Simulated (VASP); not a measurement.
# Si2W (I4/mmm) in VASP: relaxation of cell and atoms with PBE+D3(BJ)

Aim: the relaxation of cell and atoms of Si2W with PBE+D3(BJ).

All numbers are computed with VASP 6.6.1; they aren't measurements. Logs are shortened: lines on timing, memory, paths and dates and some standing lists are left out, and cuts for length are marked.

### 1 The cell of the first run

It takes space group I4/mmm (No. 139, tetragonal). The conventional cell has a = 3.212 Å, b = 3.212 Å, c = 7.880 Å, α = 90.00°, β = 90.00°, γ = 90.00°. Within 3.5 Å of Si (site symmetry 4mm) lie 9 Si at 2.62 to 3.21 Å and 5 W at 2.62 Å. W (site symmetry 4/mmm) has 10 Si at 2.62 Å and 4 W at 3.21 Å within 3.5 Å.

### 2 Relaxation of cell and atoms, PBE+D3(BJ)

The input, INCAR:

```
PREC = Accurate
ENCUT = 600
EDIFF = 1E-7
ISMEAR = 0
SIGMA = 0.1
LREAL = F
LASPH = T
NELM = 60
ALGO = Normal
ISIF = 3
LWAVE = F
LCHARG = F
GGA = PE
IVDW = 12
IBRION = 2
NSW = 100
EDIFFG = -0.005
```

The input, KPOINTS:

```
regular mesh
0
Gamma
  18 18 18
```

The input, POSCAR:

```
Si2W
1.0
   -1.6060000000      1.6060000000      3.9400000000
    1.6060000000     -1.6060000000      3.9400000000
    1.6060000000      1.6060000000     -3.9400000000
Si W
2 1
Direct
    0.3330000000      0.3330000000      0.0000000000
    0.6670000000      0.6670000000      0.0000000000
    0.0000000000      0.0000000000      0.0000000000
```

Potentials or basis: VASP PAW PBE potentials, release 64 (Si, W_sv).

Started as:

```console
$ cat potpaw_PBE.64/Si/POTCAR potpaw_PBE.64/W_sv/POTCAR > POTCAR
$ mpirun -np 1 vasp_std > vasp.out
```

OUTCAR:

```text
PREC = Accurate
   ENCUT = 600
   EDIFF = 1E-7
   ISMEAR = 0
   LREAL = F
   LASPH = T
   NELM = 60
   ISIF = 3
   GGA = PE
   IVDW = 12
   IBRION = 2
   NSW = 100
   EDIFFG = -0.005
 IVDW          = 12

 ion  position               nearest neighbor table
   1  0.333  0.333  0.000-   2 2.62   2 2.62   2 2.62   2 2.62   3 2.62   3 2.62   3 2.62   3 2.62
                             3 2.62   2 2.63
   2  0.667  0.667  0.000-   1 2.62   1 2.62   1 2.62   1 2.62   3 2.62   3 2.62   3 2.62   3 2.62
                             3 2.62   1 2.63
   3  0.000  0.000  0.000-   1 2.62   2 2.62   2 2.62   1 2.62   2 2.62   2 2.62   2 2.62   1 2.62
                             1 2.62   1 2.62

  LATTYP: Found a body centered tetragonal cell.
 ALAT       =     3.2120000000
 C/A-ratio  =     2.4533001245

  Lattice vectors:

 A1 = (  -1.6060000000,   1.6060000000,   3.9400000000)
 A2 = (   1.6060000000,  -1.6060000000,   3.9400000000)
 A3 = (   1.6060000000,   1.6060000000,  -3.9400000000)

Analysis of symmetry for initial positions (statically):
=====================================================================
 Subroutine PRICEL returns:
 Original cell was already a primitive cell.

 Routine SETGRP: Setting up the symmetry group for a
 body centered tetragonal supercell.

 Subroutine GETGRP returns: Found 16 space group operations
 (whereof 16 operations were pure point group operations)
 out of a pool of 16 trial point group operations.

The static configuration has the point symmetry D_4h.

Analysis of symmetry for dynamics (positions and initial velocities):
=====================================================================
 Subroutine PRICEL returns:
 Original cell was already a primitive cell.

 Routine SETGRP: Setting up the symmetry group for a
 body centered tetragonal supercell.

 Subroutine GETGRP returns: Found 16 space group operations
 (whereof 16 operations were pure point group operations)
 out of a pool of 16 trial point group operations.

The dynamic configuration has the point symmetry D_4h.

 Subroutine INISYM returns: Found 16 space group operations
 (whereof 16 operations are pure point group operations),
 and found     1 'primitive' translations

----------------------------------------------------------------------------------------

                                     Primitive cell

  volume of cell :      40.6488

  direct lattice vectors                    reciprocal lattice vectors
    -1.606000000  1.606000000  3.940000000     0.000000000  0.311332503  0.126903553
     1.606000000 -1.606000000  3.940000000     0.311332503  0.000000000  0.126903553
     1.606000000  1.606000000 -3.940000000     0.311332503  0.311332503  0.000000000

  length of vectors
     4.547754611  4.547754611  4.547754611     0.336202973  0.336202973  0.440290648

  position of ions in fractional coordinates (direct lattice)
     0.333000000  0.333000000  0.000000000
     0.667000000  0.667000000  0.000000000
     0.000000000  0.000000000  0.000000000

  ion indices of the primitive-cell ions
   primitive index   ion index
                 1           1
                 2           2
                 3           3

----------------------------------------------------------------------------------------

 KPOINTS: regular mesh

Automatic generation of k-mesh.
 Grid dimensions read from file:
 generate k-points for:   18   18   18

 Generating k-lattice:

  Cartesian coordinates                     Fractional coordinates (reciprocal lattice)
     0.000000000  0.017296250  0.007050197     0.055555556  0.000000000 -0.000000000
     0.017296250  0.000000000  0.007050197     0.000000000  0.055555556 -0.000000000
     0.017296250  0.017296250  0.000000000     0.000000000  0.000000000  0.055555556

  Length of vectors
     0.018677943  0.018677943  0.024460592

  Shift w.r.t. Gamma in fractional coordinates (k-lattice)
     0.000000000  0.000000000  0.000000000

 Subroutine IBZKPT returns following result:
 ===========================================

 Found    480 irreducible k-points:

 Following reciprocal coordinates:
            Coordinates               Weight
  0.000000  0.000000  0.000000      1.000000
  0.055556  0.000000 -0.000000      8.000000
  0.111111  0.000000 -0.000000      8.000000
  0.166667  0.000000 -0.000000      8.000000
  0.222222  0.000000 -0.000000      8.000000
  0.277778  0.000000 -0.000000      8.000000
[... 16 lines left out ...]
 -0.277778  0.055556  0.000000     16.000000
 -0.222222  0.055556  0.000000     16.000000
 [... further k-points ...]
   k-points           NKPTS =    480   k-points in BZ     NKDIM =    480   number of bands    NBANDS=     15
   number of dos      NEDOS =    301   number of ions     NIONS =      3
   total plane-waves  NPLWV =  46656
   dimension x,y,z NGX =    36 NGY =   36 NGZ =   36
   dimension x,y,z NGXF=    72 NGYF=   72 NGZF=   72
   ions per type =               2   1
   NGX,Y,Z   is equivalent  to a cutoff of  13.16, 13.16, 13.16 a.u.
   NGXF,Y,Z  is equivalent  to a cutoff of  26.32, 26.32, 26.32 a.u.
 SYSTEM =  unknown system
   PREC   = accura    normal or accurate (medium, high low for compatibility)
   ISTART =      0    job   : 0-new  1-cont  2-samecut
   ICHARG =      2    charge: 1-file 2-atom 10-const
   ISPIN  =      1    spin polarized calculation?
   LNONCOLLINEAR =      F non collinear calculations
   LSORBIT =      F    spin-orbit coupling
   LASPH  =      T    aspherical Exc in radial PAW
   ENCUT  =  600.0 eV  44.10 Ry    6.64 a.u.   9.08  9.08  9.08*2*pi/ulx,y,z
   NELM   =     60;   NELMIN=  2; NELMDL= -5     # of ELM steps
   EDIFF  = 0.1E-06   stopping-criterion for ELM
   LREAL  =      F    real-space projection
   EDIFFG = -.5E-02   stopping-criterion for IOM
   NSW    =    100    number of steps for IOM
   IBRION =      2    ionic relax: 0-MD 1-quasi-New 2-CG
   NFREE  =      1    steps in history (QN), initial steepest desc. (CG)
   ISIF   =      3    stress and relaxation
   ISYM   =      2    0-nonsym 1-usesym 2-fastsym
   POTIM  = 0.5000    time-step for ionic-motion
   TEBEG  =    0.0;   TEEND  =   0.0 temperature during run
   PSTRESS=    0.0 pullay stress
   NELECT =      22.0000    total number of electrons
   NUPDOWN=      -1.0000    fix difference up-down
   EMIN   =  10.00;   EMAX   =-10.00  energy-range for DOS
   EFERMI =   0.00;   METHOD = LEGACY
   ISMEAR =     0;   SIGMA  =   0.10  broadening in eV -4-tet -1-fermi 0-gaus
   EFERMI_NEDOS =   21; number of points for ismear=-14 and -15
   IALGO  =     38    algorithm
   IMIX   =      4    mixing-type and parameters
     AMIX     =   0.40;   BMIX     =  1.00
     AMIX_MAG =   1.60;   BMIX_MAG =  1.00
  volume/ion in A,a.u.               =      13.55        91.44
  Fermi-wavevector in a.u.,A,eV,Ry     =   1.334136  2.521151 24.217250  1.779918
  Thomas-Fermi vector in A             =   2.462940
   LORBIT       =      0    0 simple, 1 ext, 2 COOP (PROOUT), +10 PAW based schemes
   GGA     = PE    functional components
   LHFCALC =     F    Hartree Fock is set to
   AEXX    =    0.0000 exact exchange contribution
   IVDW    =    12    specifies the selected vdW correction
   LEPSILON=     F    determine dielectric tensor
   LRPA    =     F    only Hartree local field effects (RPA)
 conjugate gradient relaxation of ions
 non-spin polarized calculation
 Gauss-broadening in eV      SIGMA  =   0.10
  energy-cutoff  :      600.00
  volume of cell :       40.65
 maximum number of plane-waves:      1380
   NGX = 19   NGY = 19   NGZ = 19

--------------------------------------- Ionic step        1  -------------------------------------------

 number of electron      21.9999999 magnetization

 Free energy of the ion-electron system (eV)
  ---------------------------------------------------
  ext. energy  EPLUGINS =         0.00000000
  ---------------------------------------------------
  free energy    TOTEN  =       -24.80951562 eV

  energy without entropy =      -24.80835500  energy(sigma->0) =      -24.80893531

------------------------ aborting loop because EDIFF is reached ----------------------------------------

 Edisp (eV)   -1.70739

 E8    (eV) :    -0.7708

  FORCE on cell =-STRESS in cart. coord.  units (eV):
  Direction    XX          YY          ZZ          XY          YZ          ZX
  --------------------------------------------------------------------------------------
  -------------------------------------------------------------------------------------
  Total      -1.08742    -1.08742    -1.76017     0.00000     0.00000    -0.00000
  in kB     -42.86068   -42.86068   -69.37739     0.00000     0.00000    -0.00000
  external pressure =      -51.70 kB  Pullay stress =        0.00 kB
[... 268 lines left out ...]
  energy  without entropy=      -26.5335401260  energy(sigma->0) =      -26.53398705

--------------------------------------- Ionic step        8  -------------------------------------------

 number of electron      21.9999999 magnetization

 Free energy of the ion-electron system (eV)
  ---------------------------------------------------
  ext. energy  EPLUGINS =         0.00000000
  ---------------------------------------------------
  free energy    TOTEN  =       -24.78845691 eV

  energy without entropy =      -24.78756459  energy(sigma->0) =      -24.78801075

 E-fermi :  12.2050     XC(G=0): -12.6069

 val. band max:       12.1753893474   @ k =  -0.3889   0.5000   0.3333
 cond. band min:      12.2496288755   @ k =  -0.3889  -0.4444   0.3333
 fundamental gap:      0.0742395281
 Fermi energy:        12.2049599091

 k-point     1 :       0.0000    0.0000    0.0000
  band No.  band energies     occupation
      1     -61.6173      2.00000
      2     -25.8981      2.00000
      3     -25.8632      2.00000
      4     -25.8632      2.00000
      5      -2.0241      2.00000
      6       5.2450      2.00000
      7       8.4503      2.00000
      8       8.8080      2.00000
      9       9.3062      2.00000
     10       9.3062      2.00000
     11      12.8505      0.00000
     12      15.0346      0.00000
     13      15.0510      0.00000
     14      15.3584      0.00000
     15      15.3584      0.00000
[... 397 lines left out ...]
 k-point    24 :      -0.2222    0.0556    0.0000
  band No.  band energies     occupation
      1     -61.6137      2.00000
      2     -25.9597      2.00000
      3     -25.8894      2.00000
      4     -25.8612      2.00000
      5      -1.1021      2.00000
      6       5.3926      2.00000
      7       6.7407      2.00000
      8       8.5312      2.00000
      9       9.2882      2.00000
     10      10.0322      2.00000
     11      10.7761      2.00000
     12      13.8718      0.00000
     13      14.5386      0.00000
     14      16.6488      0.00000
     15      16.8066      0.00000

 [... further k-points ...]

------------------------ aborting loop because EDIFF is reached ----------------------------------------

 Edisp (eV)   -1.74598

 E8    (eV) :    -0.7884

  FORCE on cell =-STRESS in cart. coord.  units (eV):
  Direction    XX          YY          ZZ          XY          YZ          ZX
  --------------------------------------------------------------------------------------
  -------------------------------------------------------------------------------------
  Total      -0.00880    -0.00880     0.00003     0.00000     0.00000    -0.00000
  in kB      -0.35440    -0.35440     0.00112     0.00000     0.00000    -0.00000
  external pressure =       -0.24 kB  Pullay stress =        0.00 kB
[... 18 lines left out ...]
  FREE ENERGIE OF THE ION-ELECTRON SYSTEM (eV)
  ---------------------------------------------------
  free  energy   TOTEN  =       -26.5344407213 eV

  energy  without entropy=      -26.5335484037  energy(sigma->0) =      -26.53399456

 reached required accuracy - stopping structural energy minimisation
```

Run time: 17 min. Hardware: 1 thread of Intel Xeon 6975P-C (Granite Rapids), shared host; peak memory 0.51 GiB.

Results:

| Item | Value |
| --- | --- |
| Free energy | -26.5344 eV |
| Relaxed volume | 13.26 Å³/atom |
| Relaxed cell | a = 4.506 Å, b = 4.506 Å, c = 4.506 Å, α = 138.48°, β = 138.48°, γ = 60.17° |
| Space group after relaxing (to 0.1 Å) | I4/mmm (No. 139) |
| Energy gained by relaxing | 5.8 meV/atom |
| Ionic steps | 8 |
| Pressure after relaxing | 0.0 GPa |
| Band gap on the k mesh | zero (bands 11 and 12 overlap by 1.33 eV) |
| Dispersion energy per atom | -0.582 eV |

The path:
```csv
step,energy change (eV),largest force (eV/Å),pressure (GPa),volume (Å³)
1,0.0000,0.2273,-5.17,40.65
2,0.0409,0.1640,11.29,38.13
3,-0.0170,0.1050,0.11,39.74
4,-0.0170,0.1023,0.22,39.72
5,-0.0175,0.0088,0.05,39.77
6,-0.0175,0.0038,0.05,39.77
7,-0.0175,0.0001,-0.09,39.79
8,-0.0175,0.0017,-0.02,39.78
```

Final structure:
```
CELL_PARAMETERS angstrom
-1.59711 1.59711 3.89909
1.59711 -1.59711 3.89909
1.59711 1.59711 -3.89909
ATOMIC_POSITIONS crystal
Si 0.33410 0.33410 0.00000
Si 0.66590 0.66590 0.00000
W 0.00000 0.00000 0.00000
```

Caveat: spin-orbit coupling is left out, which moves the levels of the heavy elements.

The gap in the log of VASP goes by the Fermi energy; the results here count the filled bands.